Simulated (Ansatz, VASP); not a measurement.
**Sb2Pt: VASP beside Ansatz**

```
Sb Pt
1.0
     6.42171    0.00000    0.00000
     0.00000    6.42171    0.00000
     0.00000    0.00000    6.42171
Sb Pt
8 4
Direct
  0.37466 0.37466 0.37466
  0.12534 0.62534 0.87466
  0.87466 0.12534 0.62534
  0.62534 0.87466 0.12534
  0.62534 0.62534 0.62534
  0.87466 0.37466 0.12534
  0.12534 0.87466 0.37466
  0.37466 0.12534 0.87466
  0.00000 0.00000 0.00000
  0.50000 0.00000 0.50000
  0.50000 0.50000 0.00000
  0.00000 0.50000 0.50000
```

Alike in both runs: functional LDA; k mesh 6 × 6 × 6; occupations gaussian, width 0.1 eV; no spin polarisation.

Ansatz relaxed the structure, and its values are those at the end. VASP's run is a single point on that final structure, the one shown.

|  | VASP | Ansatz |
| --- | --- | --- |
| version | VASP 6.6.1 | Ansatz 0.2.0 |
| potentials or method | VASP PAW LDA potentials, release 64 (Sb, Pt), cutoff 520 eV | scalar-relativistic, plane waves, PAW |
| valence electrons in the cell | 80 | 192 |

VASP gave:

```
gap on the k mesh at the Fermi level (eV) : none
pressure (GPa)                            : 0.3
rms of the force components (eV/Å)        : 0.016
```

Problem. Estimate Ansatz's values.

Solution. gap on the k mesh at the Fermi level (eV): none; pressure (GPa): 0.0; rms of the force components (eV/Å): 0.001.

LDA's correlation is that of Perdew and Zunger in VASP and of Perdew and Wang (1992) in Ansatz. A gap of «none» marks a metal or a gap that the smearing closes. VASP's potentials hold 80 valence electrons a cell and Ansatz's 192, so a difference there can come from the potentials and not from the codes.

Spin-orbit coupling is off throughout.
